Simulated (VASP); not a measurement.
# BN (F-43m) in VASP: notebook, part 2 of 2

VASP 6.6.1. Earlier steps stand in the parts before.

### Step 4. Single point, PBE

This run uses another cell than the first one, of 5.91 Å³/atom, 1.042 times its volume.

INCAR reads:

```
PREC = Accurate
ENCUT = 600
EDIFF = 1E-6
ISMEAR = 0
SIGMA = 0.01
LREAL = F
LASPH = T
NELM = 120
ALGO = Normal
ISIF = 2
LWAVE = F
LCHARG = F
GGA = PE
NBANDS = 11
GGA_COMPAT = F
```

KPOINTS reads:

```
regular mesh
0
Gamma
  2 2 2
```

POSCAR reads:

```
BN
1.0
    0.0000000000      1.8080000000      1.8080000000
    1.8080000000      0.0000000000      1.8080000000
    1.8080000000      1.8080000000      0.0000000000
B N
1 1
Direct
    0.0000000000      0.0000000000      0.0000000000
    0.2500000000      0.2500000000      0.2500000000
```

Potentials or basis: VASP PAW PBE potentials, release 64 (B, N).

Launch:

```
> cat potpaw_PBE.64/B/POTCAR potpaw_PBE.64/N/POTCAR > POTCAR
> mpirun -np 1 vasp_std > vasp.out
```

OUTCAR:

```text
PREC = Accurate
   ENCUT = 600
   EDIFF = 1E-6
   ISMEAR = 0
   LREAL = F
   LASPH = T
   NELM = 120
   ISIF = 2
   GGA = PE

 ion  position               nearest neighbor table
   1  0.000  0.000  0.000-   2 1.57   2 1.57   2 1.57   2 1.57
   2  0.250  0.250  0.250-   1 1.57   1 1.57   1 1.57   1 1.57

  LATTYP: Found a face centered cubic cell.
 ALAT       =     3.6160000000

  Lattice vectors:

 A1 = (   0.0000000000,   1.8080000000,   1.8080000000)
 A2 = (   1.8080000000,   0.0000000000,   1.8080000000)
 A3 = (   1.8080000000,   1.8080000000,   0.0000000000)

Analysis of symmetry for initial positions (statically):
=====================================================================
 Subroutine PRICEL returns:
 Original cell was already a primitive cell.

 Routine SETGRP: Setting up the symmetry group for a
 face centered cubic supercell.

 Subroutine GETGRP returns: Found 24 space group operations
 (whereof 24 operations were pure point group operations)
 out of a pool of 48 trial point group operations.

The static configuration has the point symmetry T_d .

Analysis of symmetry for dynamics (positions and initial velocities):
[... 148 lines left out ...]
      3       7.9443      2.00000
      4       7.9443      2.00000
      5      16.3320      0.00000
      6      16.3320      0.00000
      7      16.3320      0.00000
      8      18.1705      0.00000
      9      32.2293      0.00000
     10      35.2551      0.00000
     11      35.2551      0.00000
[... 15 lines left out ...]
 k-point     3 :       0.5000    0.5000    0.0000
  band No.  band energies     occupation
      1      -6.7942      2.00000
      2      -1.2201      2.00000
      3       2.8681      2.00000
      4       2.8681      2.00000
      5      12.0321      0.00000
      6      16.7452      0.00000
      7      25.6910      0.00000
      8      25.6910      0.00000
      9      28.7110      0.00000
     10      34.7720      0.00000
     11      41.1650      0.00000

------------------------ aborting loop because EDIFF is reached ----------------------------------------

  FORCE on cell =-STRESS in cart. coord.  units (eV):
  Direction    XX          YY          ZZ          XY          YZ          ZX
  --------------------------------------------------------------------------------------
  -------------------------------------------------------------------------------------
  Total        1.9076796      1.9076796      1.9076796      0.0000000      0.0000000      0.0000000
  in kB      258.5775083    258.5775083    258.5775083      0.0000000      0.0000000      0.0000000
  external PRESSURE =     258.5775083 kB  Pullay stress =       0.0000000 kB

 VOLUME and BASIS-vectors are now :
 -----------------------------------------------------------------------------
  energy-cutoff  :      600.00
  volume of cell :       11.82
      direct lattice vectors                 reciprocal lattice vectors
     0.000000000  1.808000000  1.808000000    -0.276548673  0.276548673  0.276548673
     1.808000000  0.000000000  1.808000000     0.276548673 -0.276548673  0.276548673
     1.808000000  1.808000000  0.000000000     0.276548673  0.276548673 -0.276548673

 POSITION                                       TOTAL-FORCE (eV/Angst)
 -----------------------------------------------------------------------------------
      0.00000      0.00000      0.00000         0.000000      0.000000      0.000000
      0.90400      0.90400      0.90400        -0.000000     -0.000000     -0.000000
 -----------------------------------------------------------------------------------
    total drift:                                0.000000      0.000000      0.000000

  FREE ENERGIE OF THE ION-ELECTRON SYSTEM (eV)
  ---------------------------------------------------
  free  energy   TOTEN  =       -15.0568266441 eV

  energy  without entropy=      -15.0568266441  energy(sigma->0) =      -15.05682664
```

stdout:

```text
POSCAR found type information on POSCAR B N
 POSCAR found :  2 types and       2 ions
 scaLAPACK will be used
 LDA part: xc-table for (Slater+PW92), standard interpolation
 POSCAR, INCAR and KPOINTS ok, starting setup
 FFT: planning ... GRIDC
 FFT: planning ... GRID_SOFT
 FFT: planning ... GRID
 WAVECAR not read
 entering main loop
```

It took 6.2 s on 1 thread of Intel Xeon 8259CL, shared host; peak memory 0.11 GiB.

What came out:

* Free energy: -15.0568 eV
* Pressure: 25.9 GPa
* Band gap on the k mesh: 4.09 eV, indirect (least direct gap 8.39 eV)

Caveat: the k points lie up to 1.50 Å⁻¹ apart. A k mesh can miss the band edges.

### Step 5. Single point, PBE

This run uses another cell than the first one, of 5.91 Å³/atom, 1.042 times its volume.

INCAR reads:

```
SYSTEM = BN
PREC     = Accurate       ! precision mode
ENCUT    = 600            ! plane-wave cutoff, eV
EDIFF    = 1E-6           ! SCF threshold, eV
ISMEAR   = 0              ! smearing method
SIGMA    = 0.01           ! smearing width, eV
LREAL    = .False.        ! projectors in reciprocal space
LASPH    = .True.         ! aspherical terms in the spheres
NELM     = 120            ! most SCF steps
ALGO     = Normal         ! electronic algorithm
ISIF     = 2              ! what is computed and relaxed
LWAVE    = .False.        ! write WAVECAR
LCHARG   = .True.         ! write CHGCAR
GGA      = PE             ! functional
LELF     = .True.         ! ELF
LVHAR    = .True.       
NBANDS   = 11             ! bands
GGA_COMPAT= .False.
```

KPOINTS reads:

```
Automatic mesh
0
Gamma
  2 2 2
  0 0 0
```

POSCAR is that of step 4.

Launch:

```
> cat potpaw_PBE.64/B/POTCAR potpaw_PBE.64/N/POTCAR > POTCAR
> mpirun -np 1 vasp_std > vasp.out
```

Wall time 5.9 s (1 thread of Intel Xeon 8259CL, shared host); peak memory 0.11 GiB.

The run converged. Its results:

```
Free energy            : -15.0568 eV
Pressure               : 25.9 GPa
Band gap on the k mesh : 4.09 eV, indirect (least direct gap 8.39 eV)
```

Levels at points of the mesh, in eV from the valence-band top:
| k point | band 1 | band 2 | band 3 | band 4 | band 5 | band 6 | band 7 | band 8 |
| --- | --- | --- | --- | --- | --- | --- | --- | --- |
| (0.00, 0.00, 0.00) | -20.45 | 0.00 | 0.00 | 0.00 | 8.39 | 8.39 | 8.39 | 10.23 |
| (0.50, 0.00, 0.00) | -16.14 | -10.98 | -2.02 | -2.02 | 9.86 | 10.32 | 10.32 | 15.14 |
| (0.50, 0.50, 0.00) | -14.74 | -9.16 | -5.08 | -5.08 | 4.09 | 8.80 | 17.75 | 17.75 |

Caveat: the k points lie up to 1.50 Å⁻¹ apart.

### Step 6. Single point, PBE

This run uses another cell than the first one, of 6.15 Å³/atom, 1.083 times its volume.

INCAR reads:

```
SYSTEM = BN
ALGO = Normal
EDIFF = 1E-6
ENCUT = 600
GGA = PE
GGA_COMPAT = .FALSE.
ISIF = 2
ISMEAR = 0
LASPH = .TRUE.
LCHARG = .FALSE.
LREAL = .FALSE.
LWAVE = .FALSE.
NBANDS = 11
NELM = 120
PREC = Accurate
SIGMA = 0.01
```

KPOINTS reads:

```
k-points
0
G
  4 4 4
  0 0 0
```

POSCAR reads:

```
BN
1.0
    0.0000000000      1.8317922021      1.8317922021
    1.8317922021      0.0000000000      1.8317922021
    1.8317922021      1.8317922021      0.0000000000
B N
1 1
Direct
    0.0000000000      0.0000000000      0.0000000000
    0.2500000000      0.2500000000      0.2500000000
```

Potentials or basis: VASP PAW PBE potentials, release 64 (B, N).

Launch:

```
> cat potpaw_PBE.64/B/POTCAR potpaw_PBE.64/N/POTCAR > POTCAR
> mpirun -np 1 vasp_std > vasp.out
```

It took 7.8 s on 1 thread of Intel Xeon 8259CL, shared host; peak memory 0.12 GiB.

It converged, with:

```
Free energy            : -17.3692 eV
Pressure               : -10.7 GPa
Band gap on the k mesh : 4.39 eV, indirect (least direct gap 8.60 eV)
```

Levels at points of the mesh, in eV from the valence-band top:
```csv
k point,band 1,band 2,band 3,band 4,band 5,band 6,band 7,band 8
"(0.00, 0.00, 0.00)",-19.80,0.00,0.00,0.00,8.60,8.60,8.60,9.70
"(0.50, 0.00, 0.00)",-15.76,-10.35,-1.87,-1.87,9.61,10.46,10.46,14.84
"(0.50, 0.50, 0.00)",-14.45,-8.68,-4.72,-4.72,4.39,8.98,17.30,17.30
```

Caveat: the k points lie up to 0.74 Å⁻¹ apart.

### Step 7. Overview

```csv
cell,k mesh,gap on the mesh (eV),pressure (GPa)
"a = 2.522 Å, angles 60.0°, 2 atoms",3 × 3 × 3,5.71,23.4
"a = 2.557 Å, angles 60.0°, 2 atoms",2 × 2 × 2,4.09,25.9
"a = 2.591 Å, angles 60.0°, 2 atoms",4 × 4 × 4,4.39,-10.7
```

Alike in all rows: task single point; level PBE; potentials or basis VASP PAW PBE potentials, release 64 (B, N); no spin polarisation; cutoff (eV) 600; smearing gaussian 0.01 eV.

Caveats: all runs use coarse meshes.

Total energies depend on the potentials used, so only differences within one code and one set of settings carry meaning.
